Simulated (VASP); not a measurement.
# SiW3: single point with PBEsol

SiW3:

```
CELL_PARAMETERS angstrom
4.51403 0.00000 0.00000
-1.50468 4.25587 0.00000
-1.50468 -2.12793 3.68569
ATOMIC_POSITIONS crystal
Si 0.00000 0.00000 0.00000
W 0.50000 0.50000 0.00000
W 0.50000 0.00000 0.50000
W 0.00000 0.50000 0.50000
```

```
Program                : VASP 6.6.1
Task                   : single point
Functional             : PBEsol
Potentials or basis    : VASP PAW PBE potentials, release 64 (Si, W_sv)
Cutoff                 : 520 eV
k mesh                 : 6 × 6 × 6
Occupations            : gaussian, width 0.2 eV
Spin                   : no spin polarisation
Dipole correction      : no
Further INCAR settings : ALGO = Normal; EDIFF = 1e-07; NBANDS = 31
```

* Pressure: -5.1 GPa
* Band gap on the k mesh: zero (band 23 reaches 10.07 eV, above the bottom of band 24 at 8.58 eV)

Levels at points of the mesh, in eV from the Fermi level:
```
           k point  band 19  band 20  band 21  band 22  band 23  band 24  band 25  band 26
(0.00, 0.00, 0.00)    -3.69    -0.30    -0.30    -0.30     0.44     0.44     1.96     1.96
(0.50, 0.00, 0.00)    -1.78    -1.64    -0.99    -0.41    -0.35    -0.29    -0.16     0.80
(0.50, 0.50, 0.50)    -2.96    -2.70    -2.70    -2.70     0.02     0.02     1.17     1.17
```

Run time: 51 s on 1 thread of Intel Xeon 6975P-C (shared host), peak memory 0.21 GiB.

Caveat: the PAW data sets were made with another functional, which shifts forces and pressure a little; spin-orbit coupling is left out, which moves the levels of the heavy elements.
